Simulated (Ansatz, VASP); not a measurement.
# Sc3W in VASP and in Ansatz

```
Sc W
1.0
     5.99800    0.00000    0.00000
    -2.99900    5.19442    0.00000
     0.00000    0.00000    4.81432
Sc W
6 2
Direct
  0.83300 0.66600 0.25000
  0.16700 0.83300 0.75000
  0.33400 0.16700 0.25000
  0.16700 0.33400 0.75000
  0.83300 0.16700 0.25000
  0.66600 0.83300 0.75000
  0.33333 0.66667 0.25000
  0.66667 0.33333 0.75000
```

Alike in both runs: task single point; functional PBE; k mesh 6 × 6 × 4; occupations gaussian, width 0.1 eV; no spin polarisation.

|  | VASP | Ansatz |
| --- | --- | --- |
| version | VASP 6.6.1 | Ansatz 0.2.0 |
| potentials or method | VASP PAW PBE potentials, release 64 (Sc_sv, W_sv), cutoff 500 eV | scalar-relativistic, plane waves, PAW |
| valence electrons in the cell | 94 | 94 |

Ansatz gave:

| Quantity | Value |
| --- | --- |
| gap on the k mesh at the Fermi level (eV) | none |
| pressure (GPa) | 10.8 |
| traceless stress, the component that is largest in VASP (GPa) | -0.64 |
| rms of the force components (eV/Å) | 0.237 |

Task: Which values does VASP return?

Result: gap on the k mesh at the Fermi level (eV): none; pressure (GPa): 10.9; traceless stress, the component that is largest in VASP (GPa): -0.63; rms of the force components (eV/Å): 0.237.

Atom by atom the forces differ by 0.000 eV/Å (rms over components). A gap of «none» marks a metal or a gap that the smearing closes.

Neither program's run includes spin-orbit coupling.
